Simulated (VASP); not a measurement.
A run of VASP 6.6.1:

File POSCAR:

```
LiH
1.0
    0.0000000000      2.1951000000      2.0325000000
    2.1951000000      0.0000000000      2.0325000000
    2.1951000000      2.1951000000      0.0000000000
Li H
1 1
Direct
    0.0000000000      0.0000000000      0.0000000000
    0.5000000000      0.5000000000      0.5000000000
```

File INCAR.step1:

```
  PREC = Accurate
  ENCUT = 520
  ISMEAR = 0
  SIGMA = 0.05
  LREAL = F
  LASPH = T
  NELM = 60
  NBANDS = 9
  GGA = PE
  ALGO = Normal
  EDIFF = 1E-4
  LWAVE = T
  LCHARG = F
```

INCAR.step2

```
  PREC = Accurate
  ENCUT = 520
  EDIFF = 1E-6
  ISMEAR = 0
  SIGMA = 0.05
  LREAL = F
  LASPH = T
  NELM = 60
  ALGO = Normal
  ISIF = 2
  LWAVE = F
  LCHARG = F
  METAGGA = R2SCAN
  LMIXTAU = T
  NBANDS = 9
  ISTART = 1
```

Contents of KPOINTS:

```
Automatic mesh
0
Gamma
  10 10 10
```

Potentials or basis: VASP PAW PBE potentials, release 64 (Li_sv, H).

Launch:

```bash
$ cat potpaw_PBE.64/Li_sv/POTCAR potpaw_PBE.64/H/POTCAR > POTCAR
$ cp INCAR.step1 INCAR
$ mpirun -np 1 vasp_std > vasp.out
$ cp INCAR.step2 INCAR
$ mpirun -np 1 vasp_std > vasp.out
```

Hardware: 1 thread of Intel(R) Xeon(R) Platinum 8488C (Sapphire Rapids), with other jobs on the host.

**Question.** How long does it take, and how much memory?

**Answer.** Wall time 46 s on 1 thread of Intel(R) Xeon(R) Platinum 8488C (Sapphire Rapids), with other jobs on the host, peak memory 0.14 GiB. Counts: k points 102.
